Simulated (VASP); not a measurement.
# NaF (I4/mmm) in VASP: single point with HSE06

Aim: the single point of NaF with HSE06.

All numbers are computed with VASP 6.6.1; they aren't measurements. Logs are shortened: lines on timing, memory, paths and dates and some standing lists are left out, and cuts for length are marked.

## 1. The cell of the first run

It takes space group I4/mmm (No. 139, tetragonal). The conventional cell has a = 3.249 Å, b = 3.249 Å, c = 4.842 Å, α = 90.00°, β = 90.00°, γ = 90.00°. Within 3.0 Å of Na (site symmetry 4/mmm) lie 6 F at 2.30 to 2.42 Å. F (site symmetry 4/mmm) has 6 Na at 2.30 to 2.42 Å within 3.0 Å.

## 2. Single point, HSE06 (uniaxial z strain +5.4%)

POSCAR reads:

```
NaF
1.0
    0.0000000000      2.2971680881      2.4207557312
    2.2971680881      0.0000000000      2.4207557312
    2.2971680881      2.2971680881      0.0000000000
Na F
1 1
Direct
    0.0000000000      0.0000000000      0.0000000000
    0.5000000000      0.5000000000      0.5000000000
```

INCAR.step1 reads:

```
SYSTEM = NaF
PREC     = Accurate       ! precision mode
ENCUT    = 520            ! plane-wave cutoff, eV
EDIFF    = 1E-5           ! SCF threshold, eV
ISMEAR   = 0              ! smearing method
SIGMA    = 0.01           ! smearing width, eV
LREAL    = .False.        ! projectors in reciprocal space
LASPH    = .True.         ! aspherical terms in the spheres
NELM     = 60             ! most SCF steps
ALGO     = Normal         ! electronic algorithm
ISIF     = 2              ! what is computed and relaxed
LWAVE    = .True.         ! write WAVECAR
NBANDS   = 14             ! bands
GGA      = PE             ! functional
```

INCAR.step2 reads:

```
SYSTEM = NaF
PREC     = Accurate       ! precision mode
ENCUT    = 520            ! plane-wave cutoff, eV
EDIFF    = 1E-6           ! SCF threshold, eV
ISMEAR   = 0              ! smearing method
SIGMA    = 0.01           ! smearing width, eV
LREAL    = .False.        ! projectors in reciprocal space
LASPH    = .True.         ! aspherical terms in the spheres
NELM     = 60             ! most SCF steps
ALGO     = Normal         ! electronic algorithm
ISIF     = 2              ! what is computed and relaxed
LWAVE    = .False.        ! write WAVECAR
LCHARG   = .True.         ! write CHGCAR
GGA      = PE             ! functional
LHFCALC  = .True.         ! exact exchange
HFSCREEN = 0.2079         ! screening, 1/A
PRECFOCK = Normal       
LELF     = .True.         ! ELF
LVHAR    = .True.       
NBANDS   = 14             ! bands
ISTART   = 1
```

KPOINTS reads:

```
regular mesh
0
Gamma
  6 6 6
  0 0 0
```

Potentials or basis: VASP PAW PBE potentials, release 64 (Na_pv, F).

Command:

```
$ cat potpaw_PBE.64/Na_pv/POTCAR potpaw_PBE.64/F/POTCAR > POTCAR
$ cp INCAR.step1 INCAR
$ mpirun -np 1 vasp_std > vasp.out
$ cp INCAR.step2 INCAR
$ mpirun -np 1 vasp_std > vasp.out
```

OUTCAR:

```text
SYSTEM = NaF
   PREC = Accurate
   ENCUT = 520
   EDIFF = 1E-6
   ISMEAR = 0
   LREAL = .False.
   LASPH = .True.
   NELM = 60
   ISIF = 2
   GGA = PE
   LHFCALC = .True.
   HFSCREEN = 0.2079
   PRECFOCK = Normal
   ISTART = 1

 ion  position               nearest neighbor table
   1  0.000  0.000  0.000-   2 2.30   2 2.30   2 2.30   2 2.30
   2  0.500  0.500  0.500-   1 2.30   1 2.30   1 2.30   1 2.30

  LATTYP: Found a body centered tetragonal cell.
 ALAT       =     3.2486862652
 C/A-ratio  =     1.4902982520

  Lattice vectors:

 A1 = (  -2.2971680881,   0.0000000000,   2.4207557312)
 A2 = (   2.2971680881,   0.0000000000,   2.4207557312)
 A3 = (   0.0000000000,   2.2971680881,  -2.4207557312)

Analysis of symmetry for initial positions (statically):
=====================================================================
 Subroutine PRICEL returns:
 Original cell was already a primitive cell.

 Routine SETGRP: Setting up the symmetry group for a
 body centered tetragonal supercell.

 Subroutine GETGRP returns: Found 16 space group operations
 (whereof 16 operations were pure point group operations)
 out of a pool of 16 trial point group operations.

The static configuration has the point symmetry D_4h.

Analysis of symmetry for dynamics (positions and initial velocities):
=====================================================================
 Subroutine PRICEL returns:
 Original cell was already a primitive cell.

 Routine SETGRP: Setting up the symmetry group for a
 body centered tetragonal supercell.

 Subroutine GETGRP returns: Found 16 space group operations
 (whereof 16 operations were pure point group operations)
 out of a pool of 16 trial point group operations.

The dynamic configuration has the point symmetry D_4h.

 Subroutine INISYM returns: Found 16 space group operations
 (whereof 16 operations are pure point group operations),
 and found     1 'primitive' translations

----------------------------------------------------------------------------------------

                                     Primitive cell

  volume of cell :      25.5486

  direct lattice vectors                    reciprocal lattice vectors
     0.000000000  2.297168088  2.420755731    -0.217659301  0.217659301  0.206547069
     2.297168088  0.000000000  2.420755731     0.217659301 -0.217659301  0.206547069
     2.297168088  2.297168088  0.000000000     0.217659301  0.217659301 -0.206547069

  length of vectors
     3.337220331  3.337220331  3.248686265     0.370692371  0.370692371  0.370692371

  position of ions in fractional coordinates (direct lattice)
     0.000000000  0.000000000  0.000000000
     0.500000000  0.500000000  0.500000000

  ion indices of the primitive-cell ions
   primitive index   ion index
                 1           1
                 2           2

----------------------------------------------------------------------------------------

 KPOINTS: regular mesh

Automatic generation of k-mesh.
 Grid dimensions read from file:
 generate k-points for:    6    6    6

 Generating k-lattice:

  Cartesian coordinates                     Fractional coordinates (reciprocal lattice)
    -0.036276550  0.036276550  0.034424511     0.166666667 -0.000000000  0.000000000
     0.036276550 -0.036276550  0.034424511    -0.000000000  0.166666667  0.000000000
     0.036276550  0.036276550 -0.034424511     0.000000000  0.000000000  0.166666667

  Length of vectors
     0.061782062  0.061782062  0.061782062

  Shift w.r.t. Gamma in fractional coordinates (k-lattice)
     0.000000000  0.000000000  0.000000000

 Subroutine IBZKPT returns following result:
 ===========================================

 Found     30 irreducible k-points:

 Following reciprocal coordinates:
            Coordinates               Weight
  0.000000  0.000000  0.000000      1.000000
  0.166667  0.000000  0.000000      8.000000
  0.333333  0.000000  0.000000      8.000000
  0.500000  0.000000  0.000000      4.000000
  0.166667  0.166667  0.000000      2.000000
  0.333333  0.166667  0.000000      8.000000
[... 16 lines left out ...]
  0.333333  0.000000  0.333333      4.000000
  0.500000 -0.000000  0.333333     16.000000
 [... further k-points ...]
   k-points           NKPTS =     30   k-points in BZ     NKDIM =    216   number of bands    NBANDS=     14
   number of dos      NEDOS =    301   number of ions     NIONS =      2
   total plane-waves  NPLWV =  18816
   dimension x,y,z NGX =    28 NGY =   28 NGZ =   24
   dimension x,y,z NGXF=    56 NGYF=   56 NGZF=   48
   ions per type =               1   1
   NGX,Y,Z   is equivalent  to a cutoff of  13.95, 13.95, 12.28 a.u.
   NGXF,Y,Z  is equivalent  to a cutoff of  27.90, 27.90, 24.56 a.u.
 SYSTEM =  NaF
   PREC   = accura    normal or accurate (medium, high low for compatibility)
   ISTART =      1    job   : 0-new  1-cont  2-samecut
   ICHARG =      0    charge: 1-file 2-atom 10-const
   ISPIN  =      1    spin polarized calculation?
   LNONCOLLINEAR =      F non collinear calculations
   LSORBIT =      F    spin-orbit coupling
   LASPH  =      T    aspherical Exc in radial PAW
   ENCUT  =  520.0 eV  38.22 Ry    6.18 a.u.   6.21  6.21  6.04*2*pi/ulx,y,z
   NELM   =     60;   NELMIN=  2; NELMDL=  0     # of ELM steps
   EDIFF  = 0.1E-05   stopping-criterion for ELM
   LREAL  =      F    real-space projection
   EDIFFG = 0.1E-04   stopping-criterion for IOM
   NSW    =      0    number of steps for IOM
   IBRION =     -1    ionic relax: 0-MD 1-quasi-New 2-CG
   NFREE  =      0    steps in history (QN), initial steepest desc. (CG)
   ISIF   =      2    stress and relaxation
   ISYM   =      3    0-nonsym 1-usesym 2-fastsym
   POTIM  = 0.5000    time-step for ionic-motion
   TEBEG  =    0.0;   TEEND  =   0.0 temperature during run
   PSTRESS=    0.0 pullay stress
   NELECT =      14.0000    total number of electrons
   NUPDOWN=      -1.0000    fix difference up-down
   EMIN   =  10.00;   EMAX   =-10.00  energy-range for DOS
   EFERMI =   0.00;   METHOD = LEGACY
   ISMEAR =     0;   SIGMA  =   0.01  broadening in eV -4-tet -1-fermi 0-gaus
   EFERMI_NEDOS =   21; number of points for ismear=-14 and -15
   IALGO  =     38    algorithm
   IMIX   =      1    mixing-type and parameters
     AMIX     =   0.40;   BMIX     =  1.00
     AMIX_MAG =   1.60;   BMIX_MAG =  1.00
  volume/ion in A,a.u.               =      12.77        86.21
  Fermi-wavevector in a.u.,A,eV,Ry     =   1.339662  2.531595 24.418309  1.794695
  Thomas-Fermi vector in A             =   2.468036
   LORBIT       =      0    0 simple, 1 ext, 2 COOP (PROOUT), +10 PAW based schemes
   GGA     = PE    functional components
   LHFCALC =     T    Hartree Fock is set to
   PRECFOCK=normal    Normal, Fast or Accurate (Low or Medium for compatibility)
   ENCUT4O =  -1.0   cutoff for four orbital integrals eV
   NKREDX  =     1    reduce k-point grid by
   NKREDY  =     1    reduce k-point grid by
   NKREDZ  =     1    reduce k-point grid by
   AEXX    =    0.2500 exact exchange contribution
   HFSCREEN=    0.2079 screening length (either q_TF or 0.3 A-1)
   HFSCREENC=   0.2079 screening length for correlation (either q_TF or 0.3 A-1)
   ENCUTFOCK=  -1.0 apply spherical cutoff to Coloumb kernel
   IVDW    =     0    specifies the selected vdW correction
   LEPSILON=     F    determine dielectric tensor
   LRPA    =     F    only Hartree local field effects (RPA)
 non-spin polarized calculation
 Gauss-broadening in eV      SIGMA  =   0.01
  energy-cutoff  :      520.00
  volume of cell :       25.55
 maximum number of plane-waves:       701
 NGX is ok and might be reduce to    28
  NGX = 20; NGY = 20; NGZ = 20

 number of electron      14.0000004 magnetization

 Free energy of the ion-electron system (eV)
  ---------------------------------------------------
  ext. energy  EPLUGINS =         0.00000000
  ---------------------------------------------------
  free energy    TOTEN  =       -10.30236641 eV

  energy without entropy =      -10.30236641  energy(sigma->0) =      -10.30236641

 E-fermi :  -3.7801     XC(G=0):  -7.4054

 val. band max:       -3.8627780988   @ k =   0.0000   0.0000   0.0000
 cond. band min:       4.4184979645   @ k =   0.0000   0.0000   0.0000
 fundamental gap:      8.2812760634
 Fermi energy:        -3.7800807763

 k-point     1 :       0.0000    0.0000    0.0000
  band No.  band energies     occupation
      1     -24.5611      2.00000
      2     -24.3304      2.00000
      3     -24.3144      2.00000
      4     -24.3144      2.00000
      5      -3.8764      2.00000
      6      -3.8764      2.00000
      7      -3.8628      2.00000
      8       4.4185      0.00000
      9      17.0688      0.00000
     10      17.4127      0.00000
     11      17.4127      0.00000
     12      19.8627      0.00000
     13      21.7027      0.00000
     14      23.2215      0.00000

 k-point     2 :       0.1667    0.0000    0.0000
  band No.  band energies     occupation
      1     -24.8351      2.00000
      2     -24.3313      2.00000
      3     -24.3153      2.00000
      4     -24.0072      2.00000
      5      -4.3321      2.00000
      6      -3.9378      2.00000
      7      -3.9358      2.00000
      8       5.3356      0.00000
      9      14.7480      0.00000
     10      17.5261      0.00000
     11      17.8596      0.00000
     12      20.8987      0.00000
     13      22.1861      0.00000
     14      22.4012      0.00000

 k-point     3 :       0.3333    0.0000    0.0000
  band No.  band energies     occupation
      1     -25.0836      2.00000
      2     -24.3394      2.00000
      3     -24.3170      2.00000
      4     -23.6855      2.00000
      5      -5.1006      2.00000
      6      -4.0771      2.00000
      7      -4.0527      2.00000
      8       7.3534      0.00000
      9      12.2218      0.00000
     10      17.9317      0.00000
     11      18.6600      0.00000
     12      20.6273      0.00000
     13      21.5118      0.00000
     14      22.3019      0.00000
[... 324 lines left out ...]
 k-point    23 :       0.3333    0.0000    0.3333
  band No.  band energies     occupation
      1     -24.8251      2.00000
      2     -24.3609      2.00000
      3     -24.3581      2.00000
      4     -23.9235      2.00000
      5      -4.9956      2.00000
      6      -4.2510      2.00000
      7      -4.1708      2.00000
      8       8.3946      0.00000
      9      12.1421      0.00000
     10      15.5996      0.00000
     11      17.5740      0.00000
     12      17.9643      0.00000
     13      23.7776      0.00000
     14      25.0519      0.00000

 k-point    24 :       0.5000   -0.0000    0.3333
  band No.  band energies     occupation
      1     -24.7634      2.00000
      2     -24.3884      2.00000
      3     -24.3636      2.00000
      4     -23.9523      2.00000
      5      -5.0538      2.00000
      6      -4.4532      2.00000
      7      -4.2608      2.00000
      8      10.2698      0.00000
      9      11.4190      0.00000
     10      13.8642      0.00000
     11      17.6017      0.00000
     12      17.9900      0.00000
     13      24.0454      0.00000
     14      25.2447      0.00000

 [... further k-points ...]
[... 5 lines left out ...]
  --------------------------------------------------------------------------------------
  -------------------------------------------------------------------------------------
  Total        0.0624817      0.0624817     -0.4747765      0.0000000      0.0000000      0.0000000
  in kB        3.9182923      3.9182923    -29.7737328      0.0000000      0.0000000      0.0000000
  external PRESSURE =      -7.3123827 kB  Pullay stress =       0.0000000 kB

 VOLUME and BASIS-vectors are now :
 -----------------------------------------------------------------------------
  energy-cutoff  :      520.00
  volume of cell :       25.55
      direct lattice vectors                 reciprocal lattice vectors
     0.000000000  2.297168088  2.420755731    -0.217659301  0.217659301  0.206547069
     2.297168088  0.000000000  2.420755731     0.217659301 -0.217659301  0.206547069
     2.297168088  2.297168088  0.000000000     0.217659301  0.217659301 -0.206547069

 POSITION                                       TOTAL-FORCE (eV/Angst)
 -----------------------------------------------------------------------------------
      0.00000      0.00000      0.00000         0.000000      0.000000      0.000000
      2.29717      2.29717      2.42076         0.000000      0.000000      0.000000
 -----------------------------------------------------------------------------------
    total drift:                               -0.000000     -0.000000     -0.000000

  FREE ENERGIE OF THE ION-ELECTRON SYSTEM (eV)
  ---------------------------------------------------
  free  energy   TOTEN  =       -10.3023664067 eV

  energy  without entropy=      -10.3023664067  energy(sigma->0) =      -10.30236641
```

Run time: 47 min. Hardware: 1 thread of Intel Xeon 8259CL, shared host; peak memory 0.26 GiB.

Results:

| Property | Result |
| --- | --- |
| Free energy | -10.3024 eV |
| Pressure | -0.7 GPa |
| Band gap on the k mesh | 8.28 eV |

Stress tensor (GPa, compression positive):
```
 0.39  0.00  0.00
 0.00  0.39  0.00
 0.00  0.00 -2.98
```

Caveat: the cell differs from its parent crystal (uniaxial z strain +5.4%); the PAW data sets were made with another functional, which shifts forces and pressure a little.
